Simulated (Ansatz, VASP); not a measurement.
In3GaP4: VASP beside Ansatz

INCAR

```
ALGO = Normal
EDIFF = 1E-7
EDIFFG = -0.025
ENCUT = 520
GGA = PE
IBRION = 2
ISIF = 2
ISMEAR = 0
LASPH = True
LCHARG = False
LREAL = False
LWAVE = False
NELM = 100
NSW = 65
PREC = Accurate
SIGMA = 0.02
```

File KPOINTS:

```
k-points
0
Gamma
  3 3 3
```

The input POSCAR:

```
In3GaP4
1.0
    0.0000000000      0.0000000000     -5.9597880294
    0.0000000000     -5.9597880294      0.0000000000
   -5.9597880294      0.0000000000      0.0000000000
Ga In P
1 3 4
Direct
    1.0000000000      1.0000000000      1.0000000000
    0.0000000000      0.5000000000      0.5000000000
    0.5000000000      0.0000000000      0.5000000000
    0.5000000000      0.5000000000      1.0000000000
    0.2500000000      0.2500000000      0.7500000000
    0.2500000000      0.7500000000      0.2500000000
    0.7500000000      0.2500000000      0.2500000000
    0.7500000000      0.7500000000      0.7500000000
```

Input for Ansatz:

```yaml
crystal:
  lattice:
    - [0.0, 0.0, -5.9597880294]
    - [0.0, -5.9597880294, 0.0]
    - [-5.9597880294, 0.0, 0.0]
  atoms:
    - { symbol: Ga, position: [1.0, 1.0, 1.0] }
    - { symbol: In, position: [0.0, 0.5, 0.5] }
    - { symbol: In, position: [0.5, 0.0, 0.5] }
    - { symbol: In, position: [0.5, 0.5, 1.0] }
    - { symbol: P, position: [0.25, 0.25, 0.75] }
    - { symbol: P, position: [0.25, 0.75, 0.25] }
    - { symbol: P, position: [0.75, 0.25, 0.25] }
    - { symbol: P, position: [0.75, 0.75, 0.75] }
  host:
    lattice:
      - [0.0, 2.9798940147, 2.9798940147]
      - [2.9798940147, 0.0, 2.9798940147]
      - [2.9798940147, 2.9798940147, 0.0]
    atoms:
      - { symbol: In, position: [0.0, 0.0, 0.0] }
      - { symbol: P, position: [0.25, 0.25, 0.25] }
basis:
  ecutwfc: 420
  xc_grid: 2
kpoints:
  mp_grid: { grid: [3, 3, 3], shift: [0.0, 0.0, 0.0] }
hamiltonian:
  xc: pbe
scf:
  occupations: { method: gaussian, width: 0.02 }
output:
  forces: true
  stress: false
  eigenvalues: true
  charged_corrections:
    defect_position: [1.0, 1.0, 1.0]
    epsilon: [[15.0794, 0.0, 0.0], [0.0, 15.0794, 0.0], [0.0, 0.0, 15.0794]]
  write_density: true
  write_potential: true
  elf: true
  volumetric_format: npy
relax:
  adjacent_minimum: "off"
  f_tol: 0.025
  max_steps: 45
```

Alike in both runs: task relaxation of the atoms; functional PBE; k mesh 3 × 3 × 3; occupations gaussian, width 0.02 eV; no spin polarisation.

|  | VASP | Ansatz |
| --- | --- | --- |
| version | VASP 6.6.1 | Ansatz 0.2.0 |
| potentials or method | VASP PAW PBE potentials, release 64 (Ga_d, In_d, P), cutoff 520 eV | scalar-relativistic, plane waves, PAW |
| valence electrons in the cell | 72 | 72 |

|  | VASP | Ansatz | Ansatz less VASP |
| --- | --- | --- | --- |
| gap on the k mesh at the Fermi level, each at its own relaxed structure (eV) | 0.27 | 0.27 | +0.004 |
